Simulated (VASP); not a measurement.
# Al2Ru (I4/mmm) in VASP: a series of runs

The runs below take Al2Ru through relaxation of cell and atoms, single point, with PBEsol.

Program: VASP 6.6.1. These are calculated values, not measurements. Logs are shortened: lines on timing, memory, paths and dates and some standing lists are left out, and cuts for length are marked.

## Step 1: The cell of the first run

The structure is tetragonal, space group I4/mmm (No. 139). Conventional cell: a = 3.111 Å, b = 3.111 Å, c = 8.395 Å, α = 90.00°, β = 90.00°, γ = 90.00°. Within 3.4 Å of Al (site symmetry 4mm) lie 5 Ru at 2.57 to 2.86 Å and 9 Al at 2.67 to 3.11 Å. Ru (site symmetry 4/mmm) has 10 Al at 2.57 to 2.86 Å and 4 Ru at 3.11 Å within 3.4 Å.

## Step 2: Relaxation of cell and atoms, PBEsol, target pressure 1 GPa, at which the enthalpy is minimised

The input, INCAR:

```
PREC     = Accurate       # precision mode
ENCUT    = 600            # plane-wave cutoff, eV
EDIFF    = 1E-6           # SCF threshold, eV
ISMEAR   = 0              # smearing method
SIGMA    = 0.1            # smearing width, eV
LREAL    = F              # projectors in reciprocal space
LASPH    = T              # aspherical terms in the spheres
NELM     = 60             # most SCF steps
ALGO     = Fast           # electronic algorithm
ISIF     = 3              # what is computed and relaxed
LWAVE    = F              # write WAVECAR
LCHARG   = F              # write CHGCAR
GGA      = PS             # functional
IBRION   = 2              # ionic algorithm
NSW      = 70             # ionic steps
EDIFFG   = -0.008         # ionic threshold
PSTRESS  = 10.0
```

The input, KPOINTS:

```
regular mesh
0
Gamma
  18 18 18
```

The input, POSCAR:

```
Al2Ru
1.0
   -1.5555625468      1.5555625468      4.1977454369
    1.5555625468     -1.5555625468      4.1977454369
    1.5555625468      1.5555625468     -4.1977454369
Al Ru
2 1
Direct
    0.6590760826      0.6590760826      0.0000000000
    0.3409239174      0.3409239174      0.0000000000
    0.0000000000      0.0000000000      0.0000000000
```

Potentials or basis: VASP PAW PBE potentials, release 64 (Al, Ru_pv).

On the command line:

```console
$ cat potpaw_PBE.64/Al/POTCAR potpaw_PBE.64/Ru_pv/POTCAR > POTCAR
$ mpirun -np 1 vasp_std > vasp.out
```

OUTCAR:

```text
PREC = Accurate
   ENCUT = 600
   EDIFF = 1E-6
   ISMEAR = 0
   LREAL = F
   LASPH = T
   NELM = 60
   ISIF = 3
   GGA = PS
   IBRION = 2
   NSW = 70
   EDIFFG = -0.008
   PSTRESS = 10.0

 ion  position               nearest neighbor table
   1  0.659  0.659  0.000-   3 2.57   3 2.57   3 2.57   3 2.57   2 2.67   2 2.68   2 2.68   2 2.68
                             2 2.68   3 2.86
   2  0.341  0.341  0.000-   3 2.57   3 2.57   3 2.57   3 2.57   1 2.67   1 2.68   1 2.68   1 2.68
                             1 2.68   3 2.86
   3  0.000  0.000  0.000-   2 2.57   1 2.57   1 2.57   1 2.57   1 2.57   2 2.57   2 2.57   2 2.57
                             1 2.86   2 2.86

  LATTYP: Found a body centered tetragonal cell.
 ALAT       =     3.1111250936
 C/A-ratio  =     2.6985385098

  Lattice vectors:

 A1 = (  -1.5555625468,   1.5555625468,   4.1977454369)
 A2 = (   1.5555625468,  -1.5555625468,   4.1977454369)
 A3 = (   1.5555625468,   1.5555625468,  -4.1977454369)

Analysis of symmetry for initial positions (statically):
=====================================================================
 Subroutine PRICEL returns:
 Original cell was already a primitive cell.

 Routine SETGRP: Setting up the symmetry group for a
 body centered tetragonal supercell.

 Subroutine GETGRP returns: Found 16 space group operations
 (whereof 16 operations were pure point group operations)
 out of a pool of 16 trial point group operations.

The static configuration has the point symmetry D_4h.

Analysis of symmetry for dynamics (positions and initial velocities):
=====================================================================
 Subroutine PRICEL returns:
 Original cell was already a primitive cell.

 Routine SETGRP: Setting up the symmetry group for a
 body centered tetragonal supercell.

 Subroutine GETGRP returns: Found 16 space group operations
 (whereof 16 operations were pure point group operations)
 out of a pool of 16 trial point group operations.

The dynamic configuration has the point symmetry D_4h.

 Subroutine INISYM returns: Found 16 space group operations
 (whereof 16 operations are pure point group operations),
 and found     1 'primitive' translations

----------------------------------------------------------------------------------------

                                     Primitive cell

  volume of cell :      40.6304

  direct lattice vectors                    reciprocal lattice vectors
    -1.555562547  1.555562547  4.197745437     0.000000000  0.321427127  0.119111558
     1.555562547 -1.555562547  4.197745437     0.321427127  0.000000000  0.119111558
     1.555562547  1.555562547 -4.197745437     0.321427127  0.321427127  0.000000000

  length of vectors
     4.739263279  4.739263279  4.739263279     0.342787049  0.342787049  0.454566602

  position of ions in fractional coordinates (direct lattice)
     0.659076083  0.659076083  0.000000000
     0.340923917  0.340923917  0.000000000
     0.000000000  0.000000000  0.000000000

  ion indices of the primitive-cell ions
   primitive index   ion index
                 1           1
                 2           2
                 3           3

----------------------------------------------------------------------------------------

 KPOINTS: regular mesh

Automatic generation of k-mesh.
 Grid dimensions read from file:
 generate k-points for:   18   18   18

 Generating k-lattice:

  Cartesian coordinates                     Fractional coordinates (reciprocal lattice)
     0.000000000  0.017857063  0.006617309     0.055555556  0.000000000  0.000000000
     0.017857063  0.000000000  0.006617309     0.000000000  0.055555556  0.000000000
     0.017857063  0.017857063  0.000000000     0.000000000  0.000000000  0.055555556

  Length of vectors
     0.019043725  0.019043725  0.025253700

  Shift w.r.t. Gamma in fractional coordinates (k-lattice)
     0.000000000  0.000000000  0.000000000

 Subroutine IBZKPT returns following result:
 ===========================================

 Found    480 irreducible k-points:

 Following reciprocal coordinates:
            Coordinates               Weight
  0.000000  0.000000  0.000000      1.000000
  0.055556 -0.000000  0.000000      8.000000
  0.111111 -0.000000  0.000000      8.000000
  0.166667  0.000000  0.000000      8.000000
  0.222222  0.000000 -0.000000      8.000000
  0.277778  0.000000  0.000000      8.000000
[... 16 lines left out ...]
 -0.277778  0.055556  0.000000     16.000000
 -0.222222  0.055556  0.000000     16.000000
 [... further k-points ...]
   k-points           NKPTS =    480   k-points in BZ     NKDIM =    480   number of bands    NBANDS=     14
   number of dos      NEDOS =    301   number of ions     NIONS =      3
   total plane-waves  NPLWV =  64000
   dimension x,y,z NGX =    40 NGY =   40 NGZ =   40
   dimension x,y,z NGXF=    80 NGYF=   80 NGZF=   80
   ions per type =               2   1
   NGX,Y,Z   is equivalent  to a cutoff of  14.03, 14.03, 14.03 a.u.
   NGXF,Y,Z  is equivalent  to a cutoff of  28.06, 28.06, 28.06 a.u.
 SYSTEM =  unknown system
   PREC   = accura    normal or accurate (medium, high low for compatibility)
   ISTART =      0    job   : 0-new  1-cont  2-samecut
   ICHARG =      2    charge: 1-file 2-atom 10-const
   ISPIN  =      1    spin polarized calculation?
   LNONCOLLINEAR =      F non collinear calculations
   LSORBIT =      F    spin-orbit coupling
   LASPH  =      T    aspherical Exc in radial PAW
   ENCUT  =  600.0 eV  44.10 Ry    6.64 a.u.   9.47  9.47  9.47*2*pi/ulx,y,z
   NELM   =     60;   NELMIN=  2; NELMDL= -5     # of ELM steps
   EDIFF  = 0.1E-05   stopping-criterion for ELM
   LREAL  =      F    real-space projection
   EDIFFG = -.8E-02   stopping-criterion for IOM
   NSW    =     70    number of steps for IOM
   IBRION =      2    ionic relax: 0-MD 1-quasi-New 2-CG
   NFREE  =      1    steps in history (QN), initial steepest desc. (CG)
   ISIF   =      3    stress and relaxation
   ISYM   =      2    0-nonsym 1-usesym 2-fastsym
   POTIM  = 0.5000    time-step for ionic-motion
   TEBEG  =    0.0;   TEEND  =   0.0 temperature during run
   PSTRESS=   10.0 pullay stress
   NELECT =      20.0000    total number of electrons
   NUPDOWN=      -1.0000    fix difference up-down
   EMIN   =  10.00;   EMAX   =-10.00  energy-range for DOS
   EFERMI =   0.00;   METHOD = LEGACY
   ISMEAR =     0;   SIGMA  =   0.10  broadening in eV -4-tet -1-fermi 0-gaus
   EFERMI_NEDOS =   21; number of points for ismear=-14 and -15
   IALGO  =     68    algorithm
   IMIX   =      4    mixing-type and parameters
     AMIX     =   0.40;   BMIX     =  1.00
     AMIX_MAG =   1.60;   BMIX_MAG =  1.00
  volume/ion in A,a.u.               =      13.54        91.40
  Fermi-wavevector in a.u.,A,eV,Ry     =   1.292611  2.442680 22.733198  1.670843
  Thomas-Fermi vector in A             =   2.424308
   LORBIT       =      0    0 simple, 1 ext, 2 COOP (PROOUT), +10 PAW based schemes
   GGA     = PS    functional components
   LHFCALC =     F    Hartree Fock is set to
   AEXX    =    0.0000 exact exchange contribution
   IVDW    =     0    specifies the selected vdW correction
   LEPSILON=     F    determine dielectric tensor
   LRPA    =     F    only Hartree local field effects (RPA)
 conjugate gradient relaxation of ions
 non-spin polarized calculation
 RMM-DIIS sequential band-by-band and
 Gauss-broadening in eV      SIGMA  =   0.10
  energy-cutoff  :      600.00
  volume of cell :       40.63
 maximum number of plane-waves:      1377
 NGX is ok and might be reduce to    40
   NGX = 19   NGY = 19   NGZ = 19

--------------------------------------- Ionic step        1  -------------------------------------------

 number of electron      20.0000001 magnetization

 Free energy of the ion-electron system (eV)
  ---------------------------------------------------
  ext. energy  EPLUGINS =         0.00000000
  ---------------------------------------------------
  free energy    TOTEN  =       -20.32715857 eV

  energy without entropy =      -20.32586554  energy(sigma->0) =      -20.32651205

------------------------ aborting loop because EDIFF is reached ----------------------------------------

  FORCE on cell =-STRESS in cart. coord.  units (eV):
  Direction    XX          YY          ZZ          XY          YZ          ZX
  --------------------------------------------------------------------------------------
  -------------------------------------------------------------------------------------
  Total        0.4771190      0.4771190      0.5070326      0.0000000      0.0000000      0.0000000
  in kB       18.8142193     18.8142193     19.9938034      0.0000000      0.0000000      0.0000000
  external PRESSURE =       9.2074140 kB  Pullay stress =      10.0000000 kB
[... 63 lines left out ...]
  enthalpy is  TOTEN    =       -20.0729959549 eV   P V=        0.2564621919

--------------------------------------- Ionic step        3  -------------------------------------------

 number of electron      20.0000001 magnetization

 Free energy of the ion-electron system (eV)
  ---------------------------------------------------
  ext. energy  EPLUGINS =         0.00000000
  ---------------------------------------------------
  free energy    TOTEN  =       -20.32887733 eV

  energy without entropy =      -20.32758733  energy(sigma->0) =      -20.32823233

 E-fermi :  10.6308     XC(G=0): -12.0560

 val. band max:       10.6231378817   @ k =  -0.2778   0.1667   0.0556
 cond. band min:      10.6326178254   @ k =  -0.2778   0.2222   0.0000
 fundamental gap:      0.0094799437
 Fermi energy:        10.6308141856

 k-point     1 :       0.0000    0.0000    0.0000
  band No.  band energies     occupation
      1     -31.9658      2.00000
      2     -31.9658      2.00000
      3     -31.8822      2.00000
      4      -0.3488      2.00000
      5       5.1513      2.00000
      6       6.7513      2.00000
      7       8.6117      2.00000
      8       8.6117      2.00000
      9       8.6701      2.00000
     10       9.6508      2.00000
     11      13.0664      0.00000
     12      15.2700      0.00000
     13      16.7507      0.00000
     14      16.7508      0.00000
[... 375 lines left out ...]
 k-point    24 :      -0.2222    0.0556    0.0000
  band No.  band energies     occupation
      1     -32.0220      2.00000
      2     -31.9650      2.00000
      3     -31.8763      2.00000
      4       0.5642      2.00000
      5       5.6392      2.00000
      6       6.8184      2.00000
      7       7.1103      2.00000
      8       8.5334      2.00000
      9       8.7996      2.00000
     10       9.6167      2.00000
     11      12.8115      0.00000
     12      13.7233      0.00000
     13      14.6157      0.00000
     14      16.0323      0.00000

 [... further k-points ...]

------------------------ aborting loop because EDIFF is reached ----------------------------------------

  FORCE on cell =-STRESS in cart. coord.  units (eV):
  Direction    XX          YY          ZZ          XY          YZ          ZX
  --------------------------------------------------------------------------------------
  -------------------------------------------------------------------------------------
  Total        0.2609084      0.2609084      0.2477902      0.0000000      0.0000000      0.0000000
  in kB       10.2412137     10.2412137      9.7262977      0.0000000      0.0000000      0.0000000
  external PRESSURE =       0.0695750 kB  Pullay stress =      10.0000000 kB
[... 18 lines left out ...]
  FREE ENERGIE OF THE ION-ELECTRON SYSTEM (eV)
  ---------------------------------------------------
  free  energy   TOTEN  =       -20.3288773347 eV

  energy  without entropy=      -20.3275873256  energy(sigma->0) =      -20.32823233

  enthalpy is  TOTEN    =       -20.0741141708 eV   P V=        0.2547631639

 reached required accuracy - stopping structural energy minimisation
```

Wall time 27 min (1 thread of Intel Xeon Platinum 8259CL at 2.50GHz (Skylake/Cascade Lake), shared host); peak memory 0.53 GiB.

What came out:

```yaml
Free_energy: -20.3289 eV
Relaxed_volume: 13.61 Å³/atom
Relaxed_cell: a = 4.747 Å, b = 4.747 Å, c = 4.747 Å, α = 141.68°, β = 141.68°, γ = 55.31°
Space_group_after_relaxing_to_0.1_Å: I4/mmm (No. 139)
Energy_change_on_relaxing_the_run_minimises_the_enthalpy: -0.6 meV/atom
Ionic_steps: 3
Pressure_after_relaxing: 1.0 GPa
Largest_force_after_relaxing: 0.004 eV/Å
Band_gap_on_the_k_mesh: zero (bands 10 and 11 overlap by 0.18 eV)
```

Forces on the atoms (eV/Å):
```
Al   0.000  0.000  0.004
Al   0.000  0.000 -0.004
Ru   0.000  0.000  0.000
```

The path:
| step | energy change (eV) | largest force (eV/Å) | pressure (GPa) | volume (Å³) |
| --- | --- | --- | --- | --- |
| 1 | 0.0000 | 0.0359 | 1.92 | 40.63 |
| 2 | -0.0023 | 0.0406 | -0.25 | 41.09 |
| 3 | -0.0017 | 0.0040 | 1.01 | 40.82 |

Final structure:
```
CELL_PARAMETERS angstrom
-1.55785 1.55785 4.20473
1.55785 -1.55785 4.20473
1.55785 1.55785 -4.20473
ATOMIC_POSITIONS crystal
Al 0.65916 0.65916 0.00000
Al 0.34084 0.34084 0.00000
Ru 0.00000 0.00000 0.00000
```

Levels at points of the mesh, in eV from the Fermi level:
```tsv
k point	band 6	band 7	band 8	band 9	band 10	band 11	band 12	band 13	band 14
(0.00, 0.00, 0.00)	-3.88	-2.02	-2.02	-1.96	-0.98	2.44	4.64	6.12	6.12
(0.50, 0.00, 0.00)	-4.66	-2.96	-2.76	-2.59	-1.45	0.58	3.09	5.13	7.00
(0.50, 0.50, 0.00)	-3.51	-3.45	-3.12	-1.28	-0.36	0.27	1.85	2.03	4.78
(0.50, 0.50, 0.50)	-4.04	-2.65	-1.58	-1.58	-0.95	3.15	3.15	6.30	6.54
```

Caveat: the cell is relaxed towards a set pressure, so the run minimises the enthalpy, not the energy; the PAW data sets were made with another functional, which shifts forces and pressure a little.

[end of part 1 of 2]

The gap in the log of VASP goes by the Fermi energy; the results here count the filled bands.